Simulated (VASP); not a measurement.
## W8C8O: single point with PBE

The system is W8C8O, a slab with vacuum.

```xyz
17
Lattice="5.7832 0.0000 0.0000 -2.8916 5.0084 0.0000 0.0000 0.0000 15.2447" Properties=species:S:1:pos:R:3 pbc="T T T"
W     0.0000    0.0000    1.0000
W     0.0260   -0.0150    3.8509
W    -1.4458    2.5042    1.0000
W    -1.4454    2.5336    3.8504
W     2.8916    0.0000    1.0000
W     2.8660   -0.0153    3.8510
W     1.4458    2.5042    1.0000
W     1.4461    2.5041    3.8985
C     1.4458    0.8059    2.3177
C     1.4463    0.8092    5.0026
C    -0.0246    3.3528    2.3181
C    -0.0209    3.3511    5.0026
C     4.3376    0.8339    2.3777
C     4.3382    0.8385    5.4478
C     2.9164    3.3529    2.3183
C     2.9137    3.3515    5.0025
O    -1.4425    0.8370    6.6171
```

```json
{
 "Program": "VASP 6.6.1",
 "Task": "single point",
 "Functional": "PBE",
 "Potentials or basis": "VASP PAW PBE potentials, release 64 (W_sv, C_h, O_h)",
 "Cutoff": "1000 eV",
 "k mesh": "2 × 2 × 1",
 "Occupations": "fermi-dirac, width 0.05 eV",
 "Spin": "no spin polarisation"
}
```

```json
{
  "Largest force": "0.193 eV/Å",
  "Band gap on the k mesh": "zero (bands 75 and 76 overlap by 0.46 eV)"
}
```

Forces on the atoms (eV/Å):
```
W   -0.155  0.086 -0.065
W    0.026 -0.014  0.009
W    0.000 -0.182 -0.064
W   -0.002  0.029  0.014
W    0.157  0.086 -0.065
W   -0.019 -0.006  0.006
W    0.002  0.000  0.074
W    0.005 -0.003 -0.045
C    0.001  0.015  0.014
C    0.000  0.009  0.045
C    0.013 -0.005  0.008
C   -0.001 -0.001  0.045
C   -0.003  0.008 -0.002
C    0.001 -0.006 -0.025
C   -0.014 -0.006  0.005
C   -0.004 -0.006  0.044
O   -0.006 -0.003  0.001
```

Levels at points of the mesh, in eV from the Fermi level:
| k point | band 73 | band 74 | band 75 | band 76 | band 77 | band 78 | band 79 | band 80 |
| --- | --- | --- | --- | --- | --- | --- | --- | --- |
| (0.00, 0.00, 0.00) | 0.13 | 0.15 | 0.15 | 0.33 | 0.33 | 1.11 | 1.55 | 1.55 |
| (0.50, 0.00, 0.00) | -0.78 | -0.72 | -0.42 | -0.31 | 0.52 | 0.82 | 1.08 | 1.19 |
| (0.00, 0.50, 0.00) | -0.79 | -0.73 | -0.42 | -0.31 | 0.52 | 0.82 | 1.08 | 1.19 |
| (0.50, 0.50, 0.00) | -0.78 | -0.72 | -0.42 | -0.31 | 0.52 | 0.82 | 1.08 | 1.18 |

Run time: 25 min on 1 thread of Intel(R) Xeon(R) Platinum 8259CL CPU @ 2.50GHz (Skylake/Cascade Lake), with other jobs on the host, peak memory 1.2 GiB.

Caveat: the k points lie up to 0.63 Å⁻¹ apart; there is no dipole correction, which matters where the two faces differ; spin-orbit coupling is left out, which moves the levels of the heavy elements.
